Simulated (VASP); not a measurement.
AlN:

```
Al N
1.0
     3.31212    0.00000    0.00000
    -1.65606    2.86838    0.00000
     0.00000    0.00000    4.18756
Al N
2 2
Cartesian
  0.0000 1.9123 3.1407
  1.6561 0.9561 1.0469
  0.0000 1.9123 1.0469
  1.6561 0.9561 3.1407
```

| Quantity | Value |
| --- | --- |
| Program | VASP 6.6.1 |
| Task | relaxation of cell and atoms |
| Functional | PBEsol |
| Potentials or basis | VASP PAW PBE potentials, release 64 (Al, N) |
| Cutoff | 600 eV |
| k mesh | 9 × 9 × 6 |
| Occupations | gaussian, width 0.02 eV |
| Spin | no spin polarisation |

At the start: pressure -3.7 GPa; volume 9.95 Å³/atom.

Task: Where does the relaxation end?

Result: Over 8 steps the energy falls by 2.3 meV/atom and the volume is 9.76 Å³/atom (-1.8 %); space group P6_3/mmc (No. 194, to 0.1 Å) before and after.

Step by step:
| step | energy change (eV) | largest force (eV/Å) | pressure (GPa) | volume (Å³) |
| --- | --- | --- | --- | --- |
| 1 | 0.0000 | 0.0000 | -3.71 | 39.78 |
| 2 | -0.0021 | 0.0000 | 3.49 | 38.47 |
| 3 | -0.0084 | 0.0000 | 0.05 | 39.08 |
| 4 | -0.0084 | 0.0000 | 0.13 | 39.06 |
| 5 | -0.0090 | 0.0000 | 0.11 | 39.05 |
| 6 | -0.0091 | 0.0000 | 0.10 | 39.04 |
| 7 | -0.0091 | 0.0000 | -0.11 | 39.07 |
| 8 | -0.0091 | 0.0000 | 0.00 | 39.05 |

Final structure:
```yaml
crystal:
  lattice:
    - [3.30088, 0.00000, 0.00000]
    - [-1.65044, 2.85865, 0.00000]
    - [0.00000, 0.00000, 4.13869]
  atoms:
    - { symbol: Al, position: [0.33333, 0.66667, 0.75000] }
    - { symbol: Al, position: [0.66667, 0.33333, 0.25000] }
    - { symbol: N, position: [0.33333, 0.66667, 0.25000] }
    - { symbol: N, position: [0.66667, 0.33333, 0.75000] }
```

Caveat: the PAW data sets were made with another functional, which shifts forces and pressure a little.
